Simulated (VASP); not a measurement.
# KRb2WF6 (Fm-3m) in VASP: a series of runs

Runs on KRb2WF6. Level: PBE. Tasks: single point, relaxation of cell and atoms.

Program: VASP 6.6.1. These are calculated values, not measurements. Logs are shortened: lines on timing, memory, paths and dates and some standing lists are left out, and cuts for length are marked.

### 1 The cell of the first run

It takes space group Fm-3m (No. 225, cubic). Conventional cell: a = 9.206 Å, b = 9.206 Å, c = 9.206 Å, α = 90.00°, β = 90.00°, γ = 90.00°. Within 4.3 Å of Rb (site symmetry -43m) lie 12 F at 3.26 Å and 4 K at 3.99 Å and 4 W at 3.99 Å. Within 3.3 Å of K (site symmetry m-3m) lie 6 F at 2.54 Å. Within 2.7 Å of F (site symmetry 4mm) lie 1 W at 2.07 Å and 1 K at 2.54 Å. W (site symmetry m-3m) has 6 F at 2.07 Å within 2.7 Å.

### 2 Single point, PBE

File INCAR:

```
SYSTEM = KRb2WF6
  PREC = Accurate
  ENCUT = 520
  EDIFF = 1E-7
  ISMEAR = 1
  SIGMA = 0.0436
  LREAL = .False.
  LASPH = .True.
  NELM = 60
  ALGO = Normal
  ISIF = 2
  LWAVE = .False.
  LCHARG = .False.
  GGA = PE
  NBANDS = 52
```

File KPOINTS:

```
regular mesh
0
Gamma
  5 5 5
  0 0 0
```

File POSCAR:

```
KRb2WF6
1.0
    0.0000000000      4.6030135640      4.6030135640
    4.6030135640      0.0000000000      4.6030135640
    4.6030135640      4.6030135640      0.0000000000
Rb K F W
2 1 6 1
Direct
    0.2500000000      0.2500000000      0.2500000000
    0.7500000000      0.7500000000      0.7500000000
    0.5000000000      0.5000000000      0.5000000000
    0.7753672086      0.2246327914      0.2246327914
    0.2246327914      0.7753672086      0.2246327914
    0.2246327914      0.7753672086      0.7753672086
    0.7753672086      0.2246327914      0.7753672086
    0.2246327914      0.2246327914      0.7753672086
    0.7753672086      0.7753672086      0.2246327914
    0.0000000000      0.0000000000      0.0000000000
```

Potentials or basis: VASP PAW PBE potentials, release 64 (Rb_sv, K_sv, F, W_sv).

The run is started by

```bash
> cat potpaw_PBE.64/Rb_sv/POTCAR potpaw_PBE.64/K_sv/POTCAR potpaw_PBE.64/F/POTCAR potpaw_PBE.64/W_sv/POTCAR > POTCAR
> mpirun -np 1 vasp_std > vasp.out
```

OUTCAR:

```text
SYSTEM = KRb2WF6
   PREC = Accurate
   ENCUT = 520
   EDIFF = 1E-7
   ISMEAR = 1
   LREAL = .False.
   LASPH = .True.
   NELM = 60
   ISIF = 2
   GGA = PE

 ion  position               nearest neighbor table
   1  0.250  0.250  0.250-   4 3.26   7 3.26   9 3.26   5 3.26   6 3.26   9 3.26   6 3.26   7 3.26
                             8 3.26   4 3.26   5 3.26   8 3.26  10 3.99  10 3.99  10 3.99   3 3.99
   2  0.750  0.750  0.750-   6 3.26   7 3.26   9 3.26   4 3.26   5 3.26   9 3.26   4 3.26   7 3.26
                             8 3.26   5 3.26   6 3.26   8 3.26   3 3.99  10 3.99  10 3.99   3 3.99
   3  0.500  0.500  0.500-   4 2.54   5 2.54   6 2.54   7 2.54   8 2.54   9 2.54   1 3.99   1 3.99
                             1 3.99   2 3.99   2 3.99   2 3.99   2 3.99   1 3.99
   4  0.775  0.225  0.225-  10 2.07   3 2.54   1 3.26   2 3.26   2 3.26   1 3.26
   5  0.225  0.775  0.225-  10 2.07   3 2.54   1 3.26   2 3.26   2 3.26   1 3.26
   6  0.225  0.775  0.775-  10 2.07   3 2.54   2 3.26   2 3.26   1 3.26   1 3.26
   7  0.775  0.225  0.775-  10 2.07   3 2.54   2 3.26   2 3.26   1 3.26   1 3.26
   8  0.225  0.225  0.775-  10 2.07   3 2.54   1 3.26   2 3.26   2 3.26   1 3.26
   9  0.775  0.775  0.225-  10 2.07   3 2.54   2 3.26   2 3.26   1 3.26   1 3.26
  10  0.000  0.000  0.000-   4 2.07   5 2.07   6 2.07   7 2.07   8 2.07   9 2.07   2 3.99   2 3.99
                             2 3.99   1 3.99   1 3.99   1 3.99   2 3.99   1 3.99

  LATTYP: Found a face centered cubic cell.
 ALAT       =     9.2060271280

  Lattice vectors:

 A1 = (   0.0000000000,   4.6030135640,   4.6030135640)
 A2 = (   4.6030135640,   0.0000000000,   4.6030135640)
 A3 = (   4.6030135640,   4.6030135640,   0.0000000000)

Analysis of symmetry for initial positions (statically):
=====================================================================
 Subroutine PRICEL returns:
 Original cell was already a primitive cell.

 Routine SETGRP: Setting up the symmetry group for a
 face centered cubic supercell.

 Subroutine GETGRP returns: Found 48 space group operations
 (whereof 48 operations were pure point group operations)
 out of a pool of 48 trial point group operations.

The static configuration has the point symmetry O_h .

Analysis of symmetry for dynamics (positions and initial velocities):
=====================================================================
 Subroutine PRICEL returns:
 Original cell was already a primitive cell.

 Routine SETGRP: Setting up the symmetry group for a
 face centered cubic supercell.

 Subroutine GETGRP returns: Found 48 space group operations
 (whereof 48 operations were pure point group operations)
 out of a pool of 48 trial point group operations.

The dynamic configuration has the point symmetry O_h .

[... 112 lines left out ...]
   EMIN   =  10.00;   EMAX   =-10.00  energy-range for DOS
   EFERMI =   0.00;   METHOD = LEGACY
   ISMEAR =     1;   SIGMA  =   0.04  broadening in eV -4-tet -1-fermi 0-gaus
   EFERMI_NEDOS =   21; number of points for ismear=-14 and -15
   IALGO  =     38    algorithm
   IMIX   =      4    mixing-type and parameters
     AMIX     =   0.40;   BMIX     =  1.00
     AMIX_MAG =   1.60;   BMIX_MAG =  1.00
  volume/ion in A,a.u.               =      19.51       131.63
  Fermi-wavevector in a.u.,A,eV,Ry     =   1.231351  2.326916 20.629504  1.516226
  Thomas-Fermi vector in A             =   2.366164
   LORBIT       =      0    0 simple, 1 ext, 2 COOP (PROOUT), +10 PAW based schemes
   GGA     = PE    functional components
   LHFCALC =     F    Hartree Fock is set to
   AEXX    =    0.0000 exact exchange contribution
   IVDW    =     0    specifies the selected vdW correction
   LEPSILON=     F    determine dielectric tensor
   LRPA    =     F    only Hartree local field effects (RPA)
 non-spin polarized calculation
 Methfessel and Paxton  Order N= 1 SIGMA  =   0.04
  energy-cutoff  :      520.00
  volume of cell :      195.05
 maximum number of plane-waves:      5270
   NGX = 25   NGY = 25   NGZ = 25

 number of electron      83.0000026 magnetization

 Free energy of the ion-electron system (eV)
  ---------------------------------------------------
  ext. energy  EPLUGINS =         0.00000000
  ---------------------------------------------------
  free energy    TOTEN  =       -50.08062612 eV

  energy without entropy =      -50.07000430  energy(sigma->0) =      -50.07708551

 E-fermi :   3.6523     XC(G=0):  -8.4776

 val. band max:        3.6495250455   @ k =   0.4000   0.0000   0.0000
 cond. band min:       3.6526764601   @ k =  -0.4000   0.2000   0.0000
 fundamental gap:      0.0031514146
 Fermi energy:         3.6523251895

 k-point     1 :       0.0000    0.0000    0.0000
  band No.  band energies     occupation
      1     -71.8239      2.00000
      2     -36.1511      2.00000
      3     -36.1511      2.00000
      4     -36.1511      2.00000
      5     -27.8638      2.00000
      6     -25.6717      2.00000
[... 539 lines left out ...]
     51       7.7267      0.00000
     52       7.9809      0.00000

------------------------ aborting loop because EDIFF is reached ----------------------------------------

  FORCE on cell =-STRESS in cart. coord.  units (eV):
  Direction    XX          YY          ZZ          XY          YZ          ZX
  --------------------------------------------------------------------------------------
  -------------------------------------------------------------------------------------
  Total        0.3725430      0.3725430      0.3725430     -0.0000000      0.0000000      0.0000000
  in kB        3.0600622      3.0600622      3.0600622     -0.0000000      0.0000000      0.0000000
  external PRESSURE =       3.0600622 kB  Pullay stress =       0.0000000 kB

 VOLUME and BASIS-vectors are now :
 -----------------------------------------------------------------------------
  energy-cutoff  :      520.00
  volume of cell :      195.05
      direct lattice vectors                 reciprocal lattice vectors
     0.000000000  4.603013564  4.603013564    -0.108624490  0.108624490  0.108624490
     4.603013564  0.000000000  4.603013564     0.108624490 -0.108624490  0.108624490
     4.603013564  4.603013564  0.000000000     0.108624490  0.108624490 -0.108624490

 POSITION                                       TOTAL-FORCE (eV/Angst)
 -----------------------------------------------------------------------------------
      2.30151      2.30151      2.30151        -0.000000      0.000000     -0.000000
      6.90452      6.90452      6.90452        -0.000000      0.000000      0.000000
      4.60301      4.60301      4.60301         0.000000      0.000000      0.000000
      2.06798      4.60301      4.60301         0.103558      0.000000      0.000000
      4.60301      2.06798      4.60301         0.000000      0.103558      0.000000
      7.13805      4.60301      4.60301        -0.103558      0.000000      0.000000
      4.60301      7.13805      4.60301         0.000000     -0.103558      0.000000
      4.60301      4.60301      2.06798         0.000000      0.000000      0.103558
      4.60301      4.60301      7.13805         0.000000      0.000000     -0.103558
      0.00000      0.00000      0.00000         0.000000      0.000000     -0.000000
 -----------------------------------------------------------------------------------
    total drift:                               -0.000000     -0.000000     -0.000000

  FREE ENERGIE OF THE ION-ELECTRON SYSTEM (eV)
  ---------------------------------------------------
  free  energy   TOTEN  =       -50.0806261188 eV

  energy  without entropy=      -50.0700042975  energy(sigma->0) =      -50.07708551
```

OSZICAR:

```text
N       E                     dE             d eps       ncg     rms          rms(c)
DAV:   1     0.750990996499E+03    0.75099E+03   -0.43136E+04  1040   0.153E+03
DAV:   2     0.289548925259E+01   -0.74810E+03   -0.73158E+03  1304   0.415E+02
DAV:   3    -0.536450184854E+02   -0.56541E+02   -0.56248E+02  1384   0.112E+02
DAV:   4    -0.561519258201E+02   -0.25069E+01   -0.24849E+01  1668   0.174E+01
DAV:   5    -0.562033205950E+02   -0.51395E-01   -0.51376E-01  1432   0.233E+00    0.240E+01
DAV:   6    -0.503592952771E+02    0.58440E+01   -0.34055E+01  1336   0.274E+01    0.109E+01
DAV:   7    -0.501479736875E+02    0.21132E+00   -0.28088E+00  1272   0.756E+00    0.809E+00
DAV:   8    -0.500809403521E+02    0.67033E-01   -0.41239E-01  1324   0.329E+00    0.131E+00
DAV:   9    -0.500783183079E+02    0.26220E-02   -0.37876E-02  1448   0.103E+00    0.309E-01
DAV:  10    -0.500804600256E+02   -0.21417E-02   -0.57247E-03  1336   0.420E-01    0.101E-01
DAV:  11    -0.500805657856E+02   -0.10576E-03   -0.10357E-03  1320   0.158E-01    0.913E-02
DAV:  12    -0.500806255036E+02   -0.59718E-04   -0.12510E-04  1320   0.508E-02    0.216E-02
DAV:  13    -0.500806256586E+02   -0.15497E-06   -0.27275E-05  1576   0.224E-02    0.629E-03
DAV:  14    -0.500806259233E+02   -0.26466E-06   -0.24824E-06  1328   0.649E-03    0.317E-03
DAV:  15    -0.500806260868E+02   -0.16347E-06   -0.44287E-07  1088   0.309E-03    0.115E-03
DAV:  16    -0.500806261188E+02   -0.32087E-07   -0.73479E-08   824   0.124E-03
   1 F= -.50080626E+02 E0= -.50077086E+02  d E =-.106218E-01
```

It took 2.1 min on 1 thread of Intel Xeon Platinum 8259CL at 2.50GHz (Skylake/Cascade Lake), shared host; peak memory 0.37 GiB.

Results:

| Property | Result |
| --- | --- |
| Free energy | -50.0806 eV |
| Pressure | 0.3 GPa |
| Largest force | 0.104 eV/Å |
| Band gap on the k mesh | zero (an odd number of electrons rules out a gap without spin polarisation) |

Forces on the atoms (eV/Å):
```
Rb   0.000  0.000  0.000
Rb   0.000  0.000  0.000
K    0.000  0.000  0.000
F    0.104  0.000  0.000
F    0.000  0.104  0.000
F   -0.104  0.000  0.000
F    0.000 -0.104  0.000
F    0.000  0.000  0.104
F    0.000  0.000 -0.104
W    0.000  0.000  0.000
```

Caveat: spin-orbit coupling is left out, which moves the levels of the heavy elements; an odd number of electrons without spin polarisation forces a metal; a magnetic or distorted state may lie lower.

### 3 Relaxation of cell and atoms, PBE

This run uses another cell than the first one, of 18.18 Å³/atom.

File INCAR:

```
SYSTEM = KRb2WF6
PREC = Accurate
ENCUT = 600
EDIFF = 1E-6
ISMEAR = 1
SIGMA = 0.0436
LREAL = .False.
LASPH = .True.
NELM = 100
ALGO = Normal
ISIF = 3
LWAVE = .False.
LCHARG = .False.
GGA = PE
IBRION = 2
NSW = 80
EDIFFG = -0.01
```

KPOINTS is that of step 2.

File POSCAR:

```
KRb2WF6
1.0
    0.0000000000      4.4961050000      4.4961050000
    4.4961050000      0.0000000000      4.4961050000
    4.4961050000      4.4961050000      0.0000000000
Rb K F W
2 1 6 1
Direct
    0.2500000000      0.2500000000      0.2500000000
    0.7500000000      0.7500000000      0.7500000000
    0.5000000000      0.5000000000      0.5000000000
    0.7800000000      0.2200000000      0.2200000000
    0.2200000000      0.7800000000      0.2200000000
    0.2200000000      0.7800000000      0.7800000000
    0.7800000000      0.2200000000      0.7800000000
    0.2200000000      0.2200000000      0.7800000000
    0.7800000000      0.7800000000      0.2200000000
    0.0000000000      0.0000000000      0.0000000000
```

Potentials or basis: VASP PAW PBE potentials, release 64 (Rb_sv, K_sv, F, W_sv).

The run is started by

```bash
> cat potpaw_PBE.64/Rb_sv/POTCAR potpaw_PBE.64/K_sv/POTCAR potpaw_PBE.64/F/POTCAR potpaw_PBE.64/W_sv/POTCAR > POTCAR
> mpirun -np 1 vasp_std > vasp.out
```

Wall time 17 min (1 thread of Intel Xeon Platinum 8259CL at 2.50GHz (Skylake/Cascade Lake), shared host); peak memory 0.5 GiB.

Results (log left out):

| Quantity | Value |
| --- | --- |
| Free energy | -50.0729 eV |
| Relaxed volume | 19.56 Å³/atom |
| Relaxed cell | a = 6.515 Å, b = 6.515 Å, c = 6.515 Å, α = 60.00°, β = 60.00°, γ = 60.00° |
| Space group after relaxing (to 0.1 Å) | Fm-3m (No. 225) |
| Energy gained by relaxing | 52.7 meV/atom |
| Ionic steps | 9 |
| Pressure after relaxing | 0.0 GPa |
| Band gap on the k mesh | zero (an odd number of electrons rules out a gap without spin polarisation) |

The path:
| step | energy change (eV) | largest force (eV/Å) | pressure (GPa) | volume (Å³) |
| --- | --- | --- | --- | --- |
| 1 | 0.0000 | 1.7475 | 7.37 | 181.78 |
| 2 | -0.3000 | 0.9812 | -3.44 | 204.69 |
| 3 | -0.5264 | 0.0630 | -0.03 | 194.88 |
| 4 | -0.5266 | 0.0334 | 0.08 | 194.61 |
| 5 | -0.5265 | 0.0031 | 0.19 | 194.35 |
| 6 | -0.5268 | 0.0063 | 0.16 | 194.66 |
| 7 | -0.5271 | 0.0276 | 0.08 | 195.34 |
| 8 | -0.5271 | 0.0230 | -0.09 | 195.74 |
| 9 | -0.5272 | 0.0004 | -0.01 | 195.55 |

Final structure:
```cif
data_structure
_symmetry_space_group_name_H-M 'P 1'
_symmetry_Int_Tables_number 1
_cell_length_a 6.5152
_cell_length_b 6.5152
_cell_length_c 6.5152
_cell_angle_alpha 60.000
_cell_angle_beta 60.000
_cell_angle_gamma 60.000
_cell_volume 195.55
loop_
_atom_site_label
_atom_site_type_symbol
_atom_site_fract_x
_atom_site_fract_y
_atom_site_fract_z
_atom_site_occupancy
Rb1 Rb 0.25000 0.25000 0.25000 1
Rb2 Rb 0.75000 0.75000 0.75000 1
K1 K 0.50000 0.50000 0.50000 1
F1 F 0.77493 0.22507 0.22507 1
F2 F 0.22507 0.77493 0.22507 1
F3 F 0.22507 0.77493 0.77493 1
F4 F 0.77493 0.22507 0.77493 1
F5 F 0.22507 0.22507 0.77493 1
F6 F 0.77493 0.77493 0.22507 1
W1 W 0.00000 0.00000 0.00000 1
```

Levels at points of the mesh, in eV from the Fermi level:
```csv
k point,band 40,band 41,band 42,band 43,band 44,band 45
"(0.00, 0.00, 0.00)",-6.36,-0.09,-0.09,-0.09,-0.07,2.42
```

Caveat: spin-orbit coupling is left out, which moves the levels of the heavy elements; an odd number of electrons without spin polarisation forces a metal; a magnetic or distorted state may lie lower.
